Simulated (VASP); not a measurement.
## TiS2: single point with PBE

Crystal: TiS2.

```xyz
3
Lattice="3.4120 0.0000 0.0000 -1.7060 2.9549 0.0000 0.0000 0.0000 5.6950" Properties=species:S:1:pos:R:3 pbc="T T T"
Ti    0.0000    0.0000    0.0000
S     0.0000    1.9699    1.4238
S     1.7060    0.9850    4.2713
```

* Program: VASP 6.6.1
* Task: single point
* Functional: PBE
* Potentials or basis: VASP PAW PBE potentials, release 64 (Ti_sv, S)
* Cutoff: 500 eV
* k mesh: 6 × 6 × 4
* Occupations: fermi-dirac, width 0.05 eV
* Spin: no spin polarisation
* Dipole correction: no
* Further INCAR settings: ALGO = Normal; EDIFF = 1e-06; NBANDS = 19

The pressure is 0.4 GPa and the largest force is 0.118 eV/Å. The band gap on the k mesh is zero (band 12 reaches 5.50 eV, above the bottom of band 13 at 5.37 eV).

Forces on the atoms (eV/Å):
```
Ti   0.000  0.000  0.000
S    0.000  0.000 -0.118
S    0.000  0.000  0.118
```

Stress tensor (GPa, compression positive):
```
0.06 0.00 0.00
0.00 0.06 0.00
0.00 0.00 1.17
```

Levels at points of the mesh, in eV from the Fermi level:
| k point | band 9 | band 10 | band 11 | band 12 | band 13 | band 14 | band 15 | band 16 |
| --- | --- | --- | --- | --- | --- | --- | --- | --- |
| (0.00, 0.00, 0.00) | -2.78 | -0.04 | 0.06 | 0.06 | 0.48 | 0.48 | 0.89 | 3.42 |
| (0.50, 0.00, 0.00) | -2.91 | -2.65 | -2.64 | -1.59 | 0.20 | 1.50 | 1.90 | 3.66 |
| (0.00, 0.00, 0.50) | -2.73 | -2.44 | -0.12 | -0.12 | 0.46 | 0.46 | 1.47 | 3.72 |
| (0.50, 0.00, 0.50) | -2.82 | -2.81 | -1.27 | -1.26 | -0.07 | 1.50 | 1.87 | 3.32 |

It took 51 s on 1 thread of AMD EPYC 7R13 (shared host), peak memory 0.15 GiB.
